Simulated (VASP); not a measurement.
Here is a VASP 6.6.1 calculation.

Contents of INCAR:

```
PREC     = Accurate       # precision mode
ENCUT    = 520            # plane-wave cutoff, eV
EDIFF    = 1E-6           # SCF threshold, eV
ISMEAR   = 0              # smearing method
SIGMA    = 0.1            # smearing width, eV
LREAL    = F              # projectors in reciprocal space
LASPH    = T              # aspherical terms in the spheres
NELM     = 100            # most SCF steps
ALGO     = Normal         # electronic algorithm
ISIF     = 2              # what is computed and relaxed
LWAVE    = F              # write WAVECAR
LCHARG   = F              # write CHGCAR
GGA      = PE             # functional
NBANDS   = 24             # bands
```

KPOINTS

```
Automatic mesh
0
Gamma
  10 10 10
```

Contents of POSCAR:

```
Si4N3
1.0
    4.1649542309      0.0000000000      0.0000000000
    0.0000000000      4.1649542309      0.0000000000
    0.0000000000      0.0000000000      4.1649542309
Si N
4 3
Direct
    0.2820698350      0.2820698350      0.7179301650
    0.7179301650      0.7179301650      0.7179301650
    0.2820698350      0.7179301650      0.2820698350
    0.7179301650      0.2820698350      0.2820698350
    0.0000000000      0.0000000000      0.5000000000
    0.5000000000      0.0000000000      0.0000000000
    0.0000000000      0.5000000000      0.0000000000
```

Potentials or basis: VASP PAW PBE potentials, release 64 (Si, N).

Run with:

```sh
$ cat potpaw_PBE.64/Si/POTCAR potpaw_PBE.64/N/POTCAR > POTCAR
$ mpirun -np 1 vasp_std > vasp.out
```

(1) Predict the largest force.

(2) Estimate the pressure.

Answers

(1) 0.010 eV/Å.

(2) -0.1 GPa.
